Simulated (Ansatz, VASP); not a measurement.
**One calculation of CoO, two programs**

INCAR

```
ALGO = Normal
EDIFF = 1E-6
ENCUT = 600
GGA = PS
GGA_COMPAT = False
ISIF = 2
ISMEAR = -1
ISPIN = 2
LASPH = True
LCHARG = False
LMAXMIX = 4
LORBIT = 11
LREAL = False
LWAVE = False
MAGMOM = 2 0
NBANDS = 18
NELM = 200
PREC = Accurate
SIGMA = 0.05
```

File KPOINTS:

```
k-points
0
Gamma
  16 16 16
```

File POSCAR:

```
CoO
1.0
    0.0000000000      2.1456163054      2.1456163054
    2.1456163054      0.0000000000      2.1456163054
    2.1456163054      2.1456163054      0.0000000000
Co O
1 1
Direct
    0.0000000000      0.0000000000      0.0000000000
    0.5000000000      0.5000000000      0.5000000000
```

Input for Ansatz:

```yaml
crystal:
  lattice:
    - [0.0, 2.1456163054, 2.1456163054]
    - [2.1456163054, 0.0, 2.1456163054]
    - [2.1456163054, 2.1456163054, 0.0]
  atoms:
    - { symbol: Co, position: [0.0, 0.0, 0.0], spin: 2.0 }
    - { symbol: O, position: [0.5, 0.5, 0.5] }
magnetization:
  spin_polarized: true
kpoints:
  mp_grid: { grid: [16, 16, 16] }
  band_path:
    path:
      - [0.0, 0.0, 0.0]
      - [0.5, 0.0, 0.5]
      - [0.625, 0.25, 0.625]
      - [0.375, 0.375, 0.75]
      - [0.0, 0.0, 0.0]
      - [0.5, 0.5, 0.5]
      - [0.5, 0.25, 0.75]
      - [0.5, 0.0, 0.5]
    npoints: 5
scf:
  occupations: { method: fermi_dirac, width: 0.05 }
hamiltonian:
  xc: pbesol
  pseudopotentials: { kind: all_electron, lapw: { basis_error: 0.0005 } }
output:
  forces: true
  stress: true
  eigenvalues: true
```

Change from the starting cell: volume scaled by 1.02.

Alike in both runs: task single point; functional PBEsol; k mesh 16 × 16 × 16; occupations fermi-dirac, width 0.05 eV; collinear spin.

```csv
,VASP,Ansatz
version,VASP 6.6.1,Ansatz 0.2.0
potentials or method,"VASP PAW PBE potentials, release 64 (Co, O), cutoff 600 eV","all-electron LAPW, scalar-relativistic"
```

Ansatz gave:

| Item | Value |
| --- | --- |
| pressure (GPa) | -13.7 |
| net moment per atom (μB) | 1.49 |
| size of the moment on the site where the two differ most (μB) | 2.62 |

Problem. What did VASP give for the same quantities?

Solution. Pressure (GPa): -14.4; net moment per atom (μB): 1.49; size of the moment on the site where the two differ most (μB): 2.59.

VASP's potentials were made for PBE, not for PBEsol. Site moments also hang on the region over which each program counts them. Ansatz ran all-electron here, and VASP with PAW potentials.
